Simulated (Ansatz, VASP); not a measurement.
## AlPtC4N4 in VASP and in Ansatz

```xyz
10
Lattice="5.8307 0.0000 0.0000 0.0000 5.8307 0.0000 0.0000 0.0000 5.8307" Properties=species:S:1:pos:R:3 pbc="T T T"
Al    2.9153    2.9153    2.9153
Pt    0.0000    0.0000    0.0000
C     1.1068    1.1068    1.1068
C     1.1068    4.7239    4.7239
C     4.7239    1.1068    4.7239
C     4.7239    4.7239    1.1068
N     1.7823    1.7823    1.7823
N     1.7823    4.0484    4.0484
N     4.0484    1.7823    4.0484
N     4.0484    4.0484    1.7823
```

Alike in both runs: task single point; functional PBE; k mesh 4 × 4 × 4; occupations gaussian, width 0.1 eV; no spin polarisation.

|  | VASP | Ansatz |
| --- | --- | --- |
| version | VASP 6.6.1 | Ansatz 0.2.0 |
| potentials or method | VASP PAW PBE potentials, release 64 (Al, Pt, C, N), cutoff 520 eV | scalar-relativistic, plane waves, PAW |
| valence electrons in the cell | 49 | 57 |

```tsv
	VASP	Ansatz	Ansatz less VASP
gap on the k mesh at the Fermi level (eV)	none	none	-
pressure (GPa)	0.9	0.6	-0.27
rms of the force components (eV/Å)	1.294	1.158	-0.1354
```

Atom by atom the forces differ by 0.190 eV/Å (rms over components). A gap of «none» marks a metal or a gap that the smearing closes. With one functional, cell and mesh, what is left measures potentials, basis and numerics. VASP's potentials hold 49 valence electrons a cell and Ansatz's 57, so a difference there can come from the potentials and not from the codes.

Neither program's run includes spin-orbit coupling. Noted on VASP's run: the standard files for N, O and F lose accuracy on very short bonds.
